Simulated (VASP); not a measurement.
Write the native input for VASP 6.6.1 that does the following.

- Task: single point
- Functional: PBE
- Potentials or basis: VASP PAW PBE potentials, release 64 (Nb_sv, As)
- Cutoff: 520 eV
- k mesh: 10 × 10 × 1
- Occupations: gaussian, width 0.1 eV
- Spin: no spin polarisation
- Dipole correction: yes
- Further INCAR settings: ALGO = Fast; EDIFF = 1e-06; NBANDS = 46

The structure of NbAs lies in POSCAR:

```
NbAs
1.0
    3.4734820513      0.0000000000      0.0000000000
    0.0000000000      3.4734820513      0.0000000000
    0.0000000000      0.0000000000     25.7881656178
Nb As
4 4
Direct
    0.0000000000      0.5000000000      0.2950388068
    0.0000000000      0.0000000000      0.4046740317
    0.5000000000      0.0000000000      0.5177819702
    0.5000000000      0.5000000000      0.6334532635
    0.5000000000      0.5000000000      0.3659167452
    0.0000000000      0.5000000000      0.4807854848
    0.0000000000      0.0000000000      0.5944557225
    0.5000000000      0.0000000000      0.7078939753
```

These files were run (other wordings do the same):

INCAR

```
SYSTEM = NbAs
PREC = Accurate ; ENCUT = 520
EDIFF = 1E-6 ; ISMEAR = 0
SIGMA = 0.1 ; LREAL = .FALSE.
LASPH = .TRUE. ; NELM = 100
ALGO = Fast ; ISIF = 2
LWAVE = .FALSE. ; LCHARG = .TRUE.
LDIPOL = .TRUE. ; IDIPOL = 3
DIPOL = 0.5 0.5 0.500 ; GGA = PE
LELF = .TRUE. ; LVHAR = .TRUE.
LVACPOTAV = .TRUE. ; NBANDS = 46
```

KPOINTS

```
Automatic mesh
0
G
  10 10 1
  0 0 0
```

Potentials or basis: VASP PAW PBE potentials, release 64 (Nb_sv, As).

Command:

```sh
$ cat potpaw_PBE.64/Nb_sv/POTCAR potpaw_PBE.64/As/POTCAR > POTCAR
$ mpirun -np 1 vasp_std > vasp.out
```

Results of the run:

```
Largest force          : 0.010 eV/Å
Band gap on the k mesh : zero (bands 36 and 37 overlap by 0.30 eV)
```

Run time: 37 min on 1 thread of Oxide Virtual Turin-like Processor (shared host), peak memory 0.58 GiB.
